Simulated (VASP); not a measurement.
# TaN (Fm-3m) in VASP: notebook, part 2 of 3

VASP 6.6.1. The steps go on from the part before.

## Step 3: Single point, BLYP

This run uses another cell than the first one, of 10.81 Å³/atom, 0.994 times its volume.

Contents of INCAR:

```
PREC = Accurate
ENCUT = 520
EDIFF = 1E-7
ISMEAR = -1
SIGMA = 0.05
LREAL = F
LASPH = T
NELM = 80
ALGO = Normal
ISIF = 2
LWAVE = F
LCHARG = T
GGA = B5
ALDAX = 1.0
AGGAX = 1.0
AGGAC = 1.0
ALDAC = 0.0
LELF = T
LVHAR = T
NBANDS = 15
```

Contents of KPOINTS:

```
regular mesh
0
Gamma
  10 10 10
```

Contents of POSCAR:

```
TaN
1.0
    0.0000000000      2.2113230000      2.2113230000
    2.2113230000      0.0000000000      2.2113230000
    2.2113230000      2.2113230000      0.0000000000
Ta N
1 1
Direct
    0.5000000000      0.5000000000      0.5000000000
    0.0000000000      0.0000000000      0.0000000000
```

Potentials or basis: VASP PAW PBE potentials, release 64 (Ta_pv, N).

Started as:

```bash
$ cat potpaw_PBE.64/Ta_pv/POTCAR potpaw_PBE.64/N/POTCAR > POTCAR
$ mpirun -np 1 vasp_std > vasp.out
```

OUTCAR:

```text
PREC = Accurate
   ENCUT = 520
   EDIFF = 1E-7
   ISMEAR = -1
   LREAL = F
   LASPH = T
   NELM = 80
   ISIF = 2
   GGA = B5

 ion  position               nearest neighbor table
   1  0.500  0.500  0.500-   2 2.21   2 2.21   2 2.21   2 2.21   2 2.21   2 2.21
   2  0.000  0.000  0.000-   1 2.21   1 2.21   1 2.21   1 2.21   1 2.21   1 2.21

  LATTYP: Found a face centered cubic cell.
 ALAT       =     4.4226460000

  Lattice vectors:

 A1 = (   0.0000000000,   2.2113230000,   2.2113230000)
 A2 = (   2.2113230000,   0.0000000000,   2.2113230000)
 A3 = (   2.2113230000,   2.2113230000,   0.0000000000)

Analysis of symmetry for initial positions (statically):
=====================================================================
 Subroutine PRICEL returns:
 Original cell was already a primitive cell.

 Routine SETGRP: Setting up the symmetry group for a
 face centered cubic supercell.

 Subroutine GETGRP returns: Found 48 space group operations
 (whereof 48 operations were pure point group operations)
 out of a pool of 48 trial point group operations.

The static configuration has the point symmetry O_h .

Analysis of symmetry for dynamics (positions and initial velocities):
=====================================================================
 Subroutine PRICEL returns:
 Original cell was already a primitive cell.

 Routine SETGRP: Setting up the symmetry group for a
 face centered cubic supercell.

 Subroutine GETGRP returns: Found 48 space group operations
 (whereof 48 operations were pure point group operations)
 out of a pool of 48 trial point group operations.

The dynamic configuration has the point symmetry O_h .

 Subroutine INISYM returns: Found 48 space group operations
 (whereof 48 operations are pure point group operations),
 and found     1 'primitive' translations

----------------------------------------------------------------------------------------

                                     Primitive cell

  volume of cell :      21.6265

  direct lattice vectors                    reciprocal lattice vectors
     0.000000000  2.211323000  2.211323000    -0.226108985  0.226108985  0.226108985
     2.211323000  0.000000000  2.211323000     0.226108985 -0.226108985  0.226108985
     2.211323000  2.211323000  0.000000000     0.226108985  0.226108985 -0.226108985

  length of vectors
     3.127282977  3.127282977  3.127282977     0.391632251  0.391632251  0.391632251

  position of ions in fractional coordinates (direct lattice)
     0.500000000  0.500000000  0.500000000
     0.000000000  0.000000000  0.000000000

  ion indices of the primitive-cell ions
   primitive index   ion index
                 1           1
                 2           2

----------------------------------------------------------------------------------------

 KPOINTS: regular mesh

Automatic generation of k-mesh.
 Grid dimensions read from file:
 generate k-points for:   10   10   10

 Generating k-lattice:

  Cartesian coordinates                     Fractional coordinates (reciprocal lattice)
    -0.022610899  0.022610899  0.022610899     0.100000000  0.000000000  0.000000000
     0.022610899 -0.022610899  0.022610899     0.000000000  0.100000000  0.000000000
     0.022610899  0.022610899 -0.022610899     0.000000000  0.000000000  0.100000000

  Length of vectors
     0.039163225  0.039163225  0.039163225

[... 36 lines left out ...]
   number of dos      NEDOS =    301   number of ions     NIONS =      2
   total plane-waves  NPLWV =  13824
   dimension x,y,z NGX =    24 NGY =   24 NGZ =   24
   dimension x,y,z NGXF=    48 NGYF=   48 NGZF=   48
   ions per type =               1   1
   NGX,Y,Z   is equivalent  to a cutoff of  12.76, 12.76, 12.76 a.u.
   NGXF,Y,Z  is equivalent  to a cutoff of  25.52, 25.52, 25.52 a.u.
 SYSTEM =  unknown system
   PREC   = accura    normal or accurate (medium, high low for compatibility)
   ISTART =      0    job   : 0-new  1-cont  2-samecut
   ICHARG =      2    charge: 1-file 2-atom 10-const
   ISPIN  =      1    spin polarized calculation?
   LNONCOLLINEAR =      F non collinear calculations
   LSORBIT =      F    spin-orbit coupling
   LASPH  =      T    aspherical Exc in radial PAW
   ENCUT  =  520.0 eV  38.22 Ry    6.18 a.u.   5.81  5.81  5.81*2*pi/ulx,y,z
   NELM   =     80;   NELMIN=  2; NELMDL= -5     # of ELM steps
   EDIFF  = 0.1E-06   stopping-criterion for ELM
   LREAL  =      F    real-space projection
   EDIFFG = 0.1E-05   stopping-criterion for IOM
   NSW    =      0    number of steps for IOM
   IBRION =     -1    ionic relax: 0-MD 1-quasi-New 2-CG
   NFREE  =      0    steps in history (QN), initial steepest desc. (CG)
   ISIF   =      2    stress and relaxation
   ISYM   =      2    0-nonsym 1-usesym 2-fastsym
   POTIM  = 0.5000    time-step for ionic-motion
   TEBEG  =    0.0;   TEEND  =   0.0 temperature during run
   PSTRESS=    0.0 pullay stress
   NELECT =      16.0000    total number of electrons
   NUPDOWN=      -1.0000    fix difference up-down
   EMIN   =  10.00;   EMAX   =-10.00  energy-range for DOS
   EFERMI =   0.00;   METHOD = LEGACY
   ISMEAR =    -1;   SIGMA  =   0.05  broadening in eV -4-tet -1-fermi 0-gaus
   EFERMI_NEDOS =   21; number of points for ismear=-14 and -15
   IALGO  =     38    algorithm
   IMIX   =      4    mixing-type and parameters
     AMIX     =   0.40;   BMIX     =  1.00
     AMIX_MAG =   1.60;   BMIX_MAG =  1.00
  volume/ion in A,a.u.               =      10.81        72.97
  Fermi-wavevector in a.u.,A,eV,Ry     =   1.480651  2.798024 29.828417  2.192327
  Thomas-Fermi vector in A             =   2.594659
   LORBIT       =      0    0 simple, 1 ext, 2 COOP (PROOUT), +10 PAW based schemes
   GGA     = B5    functional components
   LHFCALC =     F    Hartree Fock is set to
   AEXX    =    0.0000 exact exchange contribution
   IVDW    =     0    specifies the selected vdW correction
   LEPSILON=     F    determine dielectric tensor
   LRPA    =     F    only Hartree local field effects (RPA)
 non-spin polarized calculation
  energy-cutoff  :      520.00
  volume of cell :       21.63
 maximum number of plane-waves:       592
   NGX = 11   NGY = 11   NGZ = 11

 number of electron      16.0000003 magnetization

 Free energy of the ion-electron system (eV)
  ---------------------------------------------------
  ext. energy  EPLUGINS =         0.00000000
  ---------------------------------------------------
  free energy    TOTEN  =       -19.82714392 eV

  energy without entropy =      -19.82048530  energy(sigma->0) =      -19.82381461

 E-fermi :   9.8880     XC(G=0): -12.6497

 val. band max:        9.8035217100   @ k =  -0.2000   0.2000   0.0000
 cond. band min:       9.9176589846   @ k =   0.0000   0.0000   0.0000
 fundamental gap:      0.1141372746
 Fermi energy:         9.8879775251

 k-point     1 :       0.0000    0.0000    0.0000
  band No.  band energies     occupation
      1     -25.8650      2.00000
      2     -25.8650      2.00000
      3     -25.8650      2.00000
      4      -8.7326      2.00000
      5       6.0833      2.00000
      6       6.0833      2.00000
      7       6.0833      2.00000
      8       7.8137      2.00000
      9       7.8137      2.00000
     10       7.8137      2.00000
     11       9.9177      0.71161
     12       9.9177      0.71158
     13      11.5077      0.00000
     14      19.7654      0.00000
[... 401 lines left out ...]
      2     -26.0933      2.00000
      3     -26.0692      2.00000
      4      -7.2620      2.00000
      5       2.1279      2.00000
      6       4.1387      2.00000
      7       4.7493      2.00000
      8       6.1283      2.00000
      9      11.9401      0.00000
     10      12.6030      0.00000
     11      12.6835      0.00000
     12      13.7064      0.00000
     13      18.0939      0.00000
     14      20.6075      0.00000
     15      21.5529      0.00000

 [... further k-points ...]

------------------------ aborting loop because EDIFF is reached ----------------------------------------

  FORCE on cell =-STRESS in cart. coord.  units (eV):
  Direction    XX          YY          ZZ          XY          YZ          ZX
  --------------------------------------------------------------------------------------
  -------------------------------------------------------------------------------------
  Total        1.6588305      1.6588305      1.6588305      0.0000000      0.0000000      0.0000000
  in kB      122.8926889    122.8926889    122.8926889      0.0000000      0.0000000      0.0000000
  external PRESSURE =     122.8926889 kB  Pullay stress =       0.0000000 kB

 VOLUME and BASIS-vectors are now :
 -----------------------------------------------------------------------------
  energy-cutoff  :      520.00
  volume of cell :       21.63
      direct lattice vectors                 reciprocal lattice vectors
     0.000000000  2.211323000  2.211323000    -0.226108985  0.226108985  0.226108985
     2.211323000  0.000000000  2.211323000     0.226108985 -0.226108985  0.226108985
     2.211323000  2.211323000  0.000000000     0.226108985  0.226108985 -0.226108985

 POSITION                                       TOTAL-FORCE (eV/Angst)
 -----------------------------------------------------------------------------------
      2.21132      2.21132      2.21132        -0.000000     -0.000000      0.000000
      0.00000      0.00000      0.00000         0.000000      0.000000      0.000000
 -----------------------------------------------------------------------------------
    total drift:                                0.000000     -0.000000     -0.000000

  FREE ENERGIE OF THE ION-ELECTRON SYSTEM (eV)
  ---------------------------------------------------
  free  energy   TOTEN  =       -19.8271439217 eV

  energy  without entropy=      -19.8204852962  energy(sigma->0) =      -19.82381461
```

It took 24 s on 1 thread of Intel Xeon 8259CL, shared host; peak memory 0.15 GiB.

What came out:

```
Free energy            : -19.8271 eV
Pressure               : 12.3 GPa
Band gap on the k mesh : zero (band 8 reaches 11.62 eV, above the bottom of band 9 at 7.81 eV)
```

Levels at points of the mesh, in eV from the Fermi level:
| k point | band 5 | band 6 | band 7 | band 8 | band 9 | band 10 | band 11 | band 12 |
| --- | --- | --- | --- | --- | --- | --- | --- | --- |
| (0.00, 0.00, 0.00) | -3.80 | -3.80 | -3.80 | -2.07 | -2.07 | -2.07 | 0.03 | 0.03 |
| (0.50, 0.00, 0.00) | -10.10 | -7.46 | -7.46 | 1.73 | 1.73 | 1.86 | 4.17 | 7.22 |
| (0.50, 0.50, 0.00) | -6.47 | -5.25 | -4.58 | -4.58 | 1.99 | 3.29 | 3.29 | 4.32 |

Caveat: the PAW data sets were made with another functional, which shifts forces and pressure a little; spin-orbit coupling is left out, which moves the levels of the heavy elements.

[end of part 2 of 3]
